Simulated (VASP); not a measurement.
# Ag (I4/mmm) in VASP: further runs, part 2 of 2

VASP 6.6.1. The steps go on from the part before.

## 3. Single point, PBE (strain +0.0100 x Voigt [0, 1, 0, 0, 0, 0])

Contents of INCAR:

```
PREC = Accurate ; ENCUT = 520
EDIFF = 1E-6 ; ISMEAR = 0
SIGMA = 0.15 ; LREAL = F
LASPH = T ; NELM = 60
ALGO = Normal ; ISIF = 2
LWAVE = F ; LCHARG = T
GGA = PE ; LELF = T
LVHAR = T ; NBANDS = 12
```

Contents of KPOINTS:

```
Automatic mesh
0
Gamma
  20 20 20
```

Contents of POSCAR:

```
Ag
1.0
    0.0000000000      2.0635310000      2.0431000000
    2.0431000000      0.0000000000      2.0431000000
    2.0431000000      2.0635310000      0.0000000000
Ag
1
Direct
    0.0000000000      0.0000000000      0.0000000000
```

Potentials or basis: VASP PAW PBE potentials, release 64 (Ag).

Command:

```console
$ cat potpaw_PBE.64/Ag/POTCAR > POTCAR
$ mpirun -np 1 vasp_std > vasp.out
```

OUTCAR:

```text
PREC = Accurate
   ENCUT = 520
   EDIFF = 1E-6
   ISMEAR = 0
   LREAL = F
   LASPH = T
   NELM = 60
   ISIF = 2
   GGA = PE

 ion  position               nearest neighbor table
   1  0.000  0.000  0.000-

  LATTYP: Found a body centered tetragonal cell.
 ALAT       =     2.8893797293
 C/A-ratio  =     1.4283556980

  Lattice vectors:

 A1 = (   0.0000000000,  -2.0635310000,   2.0431000000)
 A2 = (   0.0000000000,  -2.0635310000,  -2.0431000000)
 A3 = (   2.0431000000,   2.0635310000,   0.0000000000)

[... 538 lines left out ...]
     12      31.1991      0.00000

 [... further k-points ...]

------------------------ aborting loop because EDIFF is reached ----------------------------------------

  FORCE on cell =-STRESS in cart. coord.  units (eV):
  Direction    XX          YY          ZZ          XY          YZ          ZX
  --------------------------------------------------------------------------------------
  -------------------------------------------------------------------------------------
  Total        0.3774116      0.3340379      0.3774116      0.0000000      0.0000000      0.0000000
  in kB       35.0998753     31.0660579     35.0998753      0.0000000      0.0000000      0.0000000
  external PRESSURE =      33.7552695 kB  Pullay stress =       0.0000000 kB

 VOLUME and BASIS-vectors are now :
 -----------------------------------------------------------------------------
  energy-cutoff  :      520.00
  volume of cell :       17.23
      direct lattice vectors                 reciprocal lattice vectors
     0.000000000  2.063531000  2.043100000    -0.244726151  0.242303120  0.244726151
     2.043100000  0.000000000  2.043100000     0.244726151 -0.242303120  0.244726151
     2.043100000  2.063531000  0.000000000     0.244726151  0.242303120 -0.244726151

 POSITION                                       TOTAL-FORCE (eV/Angst)
 -----------------------------------------------------------------------------------
      0.00000      0.00000      0.00000         0.000000      0.000000      0.000000
 -----------------------------------------------------------------------------------
    total drift:                               -0.000000      0.000000      0.000000

  FREE ENERGIE OF THE ION-ELECTRON SYSTEM (eV)
  ---------------------------------------------------
  free  energy   TOTEN  =        -2.7149540477 eV

  energy  without entropy=       -2.7126963984  energy(sigma->0) =       -2.71382522
```

Run time: 33 s. Hardware: 1 thread of Intel Xeon 6975P-C (Granite Rapids), shared host; peak memory 0.24 GiB.

What came out:

```yaml
Free_energy: -2.7150 eV
Pressure: 3.4 GPa
```

Stress tensor (GPa, compression positive):
```
3.51 0.00 0.00
0.00 3.11 0.00
0.00 0.00 3.51
```

Levels at points of the mesh, in eV from the Fermi level:
```csv
k point,band 4,band 5,band 6,band 7,band 8,band 9
"(0.00, 0.00, 0.00)",-4.76,-3.79,-3.73,15.99,19.43,19.55
"(0.50, 0.00, 0.00)",-3.00,-2.97,-0.38,3.54,15.22,17.65
"(0.50, 0.50, 0.00)",-2.80,-2.75,1.66,6.74,10.54,10.55
"(0.50, 0.00, 0.50)",-2.78,-2.78,1.49,6.49,10.72,10.72
```

Caveat: the cell differs from its parent crystal (strain +0.0100 x Voigt [0, 1, 0, 0, 0, 0]).

## 4. Single point, PBE (strain +0.0150 x Voigt [0, 1, 0, 0, 0, 0])

INCAR is that of step 3.

KPOINTS is that of step 3.

Contents of POSCAR:

```
Ag
1.0
    0.0000000000      2.0737465000      2.0431000000
    2.0431000000      0.0000000000      2.0431000000
    2.0431000000      2.0737465000      0.0000000000
Ag
1
Direct
    0.0000000000      0.0000000000      0.0000000000
```

Command:

```console
$ cat potpaw_PBE.64/Ag/POTCAR > POTCAR
$ mpirun -np 1 vasp_std > vasp.out
```

It took 34 s on 1 thread of Intel Xeon 6975P-C (Granite Rapids), shared host; peak memory 0.24 GiB.

The run converged. Its results:

```yaml
Free_energy: -2.7165 eV
Pressure: 2.8 GPa
```

Stress tensor (GPa, compression positive):
```
3.04 0.00 0.00
0.00 2.44 0.00
0.00 0.00 3.04
```

Levels at points of the mesh, in eV from the Fermi level:
| k point | band 3 | band 4 | band 5 | band 6 | band 7 | band 8 | band 9 | band 10 |
| --- | --- | --- | --- | --- | --- | --- | --- | --- |
| (0.00, 0.00, 0.00) | -4.73 | -4.73 | -3.80 | -3.71 | 15.98 | 19.34 | 19.53 | 19.53 |
| (0.50, 0.00, 0.00) | -4.74 | -3.00 | -2.96 | -0.37 | 3.51 | 15.20 | 17.55 | 17.88 |
| (0.50, 0.50, 0.00) | -3.01 | -2.81 | -2.74 | 1.70 | 6.74 | 10.48 | 10.50 | 16.91 |
| (0.50, 0.00, 0.50) | -3.01 | -2.78 | -2.78 | 1.44 | 6.37 | 10.76 | 10.76 | 17.16 |

Caveat: the cell differs from its parent crystal (strain +0.0150 x Voigt [0, 1, 0, 0, 0, 0]).

## 5. Single point, PBE (strain +0.0175 x Voigt [0, 1, 0, 0, 0, 0])

Contents of INCAR:

```
SYSTEM = Ag
PREC = Accurate
ENCUT = 520
EDIFF = 1E-6
ISMEAR = 0
SIGMA = 0.15
LREAL = .FALSE.
LASPH = .TRUE.
NELM = 100
ALGO = Normal
ISIF = 2
LWAVE = .FALSE.
LCHARG = .TRUE.
GGA = PE
LELF = .TRUE.
LVHAR = .TRUE.
NBANDS = 12
```

Contents of KPOINTS:

```
Automatic mesh
0
G
  20 20 20
  0 0 0
```

Contents of POSCAR:

```
Ag
1.0
    0.0000000000      2.0788542500      2.0431000000
    2.0431000000      0.0000000000      2.0431000000
    2.0431000000      2.0788542500      0.0000000000
Ag
1
Direct
    0.0000000000      0.0000000000      0.0000000000
```

Command:

```console
$ cat potpaw_PBE.64/Ag/POTCAR > POTCAR
$ mpirun -np 1 vasp_std > vasp.out
```

It took 33 s on 1 thread of Intel Xeon 6975P-C (Granite Rapids), shared host; peak memory 0.25 GiB.

Results (log left out):

```yaml
Free_energy: -2.7171 eV
Pressure: 2.6 GPa
```

Stress tensor (GPa, compression positive):
```
2.82 0.00 0.00
0.00 2.11 0.00
0.00 0.00 2.82
```

Levels at points of the mesh, in eV from the Fermi level:
```
           k point  band 2  band 3  band 4  band 5  band 6  band 7  band 8  band 9  band 10  band 11
(0.00, 0.00, 0.00)   -4.82   -4.72   -4.72   -3.81   -3.70   15.98   19.30   19.52    19.52    24.21
(0.50, 0.00, 0.00)   -4.82   -4.72   -3.00   -2.96   -0.36    3.50   15.18   17.51    17.89    22.40
(0.50, 0.50, 0.00)   -6.20   -3.01   -2.82   -2.74    1.71    6.74   10.46   10.47    16.87    16.91
(0.50, 0.00, 0.50)   -6.21   -3.01   -2.79   -2.79    1.42    6.31   10.77   10.77    17.16    17.22
```

Caveat: the cell differs from its parent crystal (strain +0.0175 x Voigt [0, 1, 0, 0, 0, 0]).

## 6. Single point, PBE (strain +0.0200 x Voigt [0, 1, 0, 0, 0, 0])

Contents of INCAR:

```
SYSTEM = Ag
ALGO = Normal
EDIFF = 1E-6
ENCUT = 520
GGA = PE
ISIF = 2
ISMEAR = 0
LASPH = .True.
LCHARG = .True.
LELF = .True.
LREAL = .False.
LVHAR = .True.
LWAVE = .False.
NBANDS = 12
NELM = 100
PREC = Accurate
SIGMA = 0.15
```

Contents of KPOINTS:

```
k-points
0
Gamma
  20 20 20
  0 0 0
```

Contents of POSCAR:

```
Ag
1.0
    0.0000000000      2.0839620000      2.0431000000
    2.0431000000      0.0000000000      2.0431000000
    2.0431000000      2.0839620000      0.0000000000
Ag
1
Direct
    0.0000000000      0.0000000000      0.0000000000
```

Potentials or basis: VASP PAW PBE potentials, release 64 (Ag).

Command:

```console
$ cat potpaw_PBE.64/Ag/POTCAR > POTCAR
$ mpirun -np 1 vasp_std > vasp.out
```

OUTCAR:

```text
SYSTEM = Ag
   EDIFF = 1E-6
   ENCUT = 520
   GGA = PE
   ISIF = 2
   ISMEAR = 0
   LASPH = .True.
   LREAL = .False.
   NELM = 100
   PREC = Accurate

 ion  position               nearest neighbor table
   1  0.000  0.000  0.000-

  LATTYP: Found a body centered tetragonal cell.
 ALAT       =     2.8893797293
 C/A-ratio  =     1.4424978336

  Lattice vectors:

 A1 = (   0.0000000000,  -2.0839620000,   2.0431000000)
 A2 = (   0.0000000000,  -2.0839620000,  -2.0431000000)
 A3 = (   2.0431000000,   2.0839620000,   0.0000000000)

Analysis of symmetry for initial positions (statically):
=====================================================================
 Subroutine PRICEL returns:
 Original cell was already a primitive cell.

 Routine SETGRP: Setting up the symmetry group for a
 body centered tetragonal supercell.

 Subroutine GETGRP returns: Found 16 space group operations
 (whereof 16 operations were pure point group operations)
 out of a pool of 16 trial point group operations.

The static configuration has the point symmetry D_4h.

[... 168 lines left out ...]
      1       0.5324      2.00000
      2       3.3385      2.00000
      3       3.4603      2.00000
      4       3.4603      2.00000
      5       4.3518      2.00000
      6       4.4781      2.00000
      7      24.1382      0.00000
      8      27.4287      0.00000
      9      27.6737      0.00000
     10      27.6737      0.00000
     11      32.3476      0.00000
     12      33.2882      0.00000
[... 331 lines left out ...]
 k-point    24 :      -0.3500    0.0500   -0.0000
  band No.  band energies     occupation
      1       2.0190      2.00000
      2       3.4409      2.00000
      3       3.5420      2.00000
      4       4.7345      2.00000
      5       4.8518      2.00000
      6       5.8678      2.00000
      7      14.8678      0.00000
      8      23.7028      0.00000
      9      25.5032      0.00000
     10      27.0152      0.00000
     11      30.3893      0.00000
     12      31.0214      0.00000

 [... further k-points ...]

------------------------ aborting loop because EDIFF is reached ----------------------------------------

  FORCE on cell =-STRESS in cart. coord.  units (eV):
  Direction    XX          YY          ZZ          XY          YZ          ZX
  --------------------------------------------------------------------------------------
  -------------------------------------------------------------------------------------
  Total        0.2817591      0.1941222      0.2817591      0.0000000     -0.0000000      0.0000000
  in kB       25.9471424     17.8766707     25.9471424      0.0000000     -0.0000000      0.0000000
  external PRESSURE =      23.2569852 kB  Pullay stress =       0.0000000 kB

 VOLUME and BASIS-vectors are now :
 -----------------------------------------------------------------------------
  energy-cutoff  :      520.00
  volume of cell :       17.40
      direct lattice vectors                 reciprocal lattice vectors
     0.000000000  2.083962000  2.043100000    -0.244726151  0.239927599  0.244726151
     2.043100000  0.000000000  2.043100000     0.244726151 -0.239927599  0.244726151
     2.043100000  2.083962000  0.000000000     0.244726151  0.239927599 -0.244726151

 POSITION                                       TOTAL-FORCE (eV/Angst)
 -----------------------------------------------------------------------------------
      0.00000      0.00000      0.00000         0.000000      0.000000      0.000000
 -----------------------------------------------------------------------------------
    total drift:                               -0.000000      0.000000     -0.000000

  FREE ENERGIE OF THE ION-ELECTRON SYSTEM (eV)
  ---------------------------------------------------
  free  energy   TOTEN  =        -2.7176453933 eV

  energy  without entropy=       -2.7153801945  energy(sigma->0) =       -2.71651279
```

Run time: 33 s. Hardware: 1 thread of Intel Xeon 6975P-C (Granite Rapids), shared host; peak memory 0.24 GiB.

What came out:

```
Free energy : -2.7176 eV
Pressure    : 2.3 GPa
```

Caveat: the cell differs from its parent crystal (strain +0.0200 x Voigt [0, 1, 0, 0, 0, 0]).

## 7. Summary

```tsv
cell	gap on the mesh (eV)	pressure (GPa)
a = 2.897, b = 2.889 Å, angles 60.1, 59.8, 60.1°, 1 atom	none	4.0
a = 2.904, b = 2.889 Å, angles 60.2, 59.7, 60.2°, 1 atom	none	3.4
a = 2.911, b = 2.889 Å, angles 60.2, 59.5, 60.2°, 1 atom	none	2.8
a = 2.915, b = 2.889 Å, angles 60.3, 59.4, 60.3°, 1 atom	none	2.6
a = 2.918, b = 2.889 Å, angles 60.3, 59.3, 60.3°, 1 atom	none	2.3
```

Alike in all rows: task single point; level PBE; potentials or basis VASP PAW PBE potentials, release 64 (Ag); no spin polarisation; k mesh 20 × 20 × 20; cutoff (eV) 520; smearing gaussian 0.15 eV.

Total energies depend on the potentials used, so only differences within one code and one set of settings carry meaning.
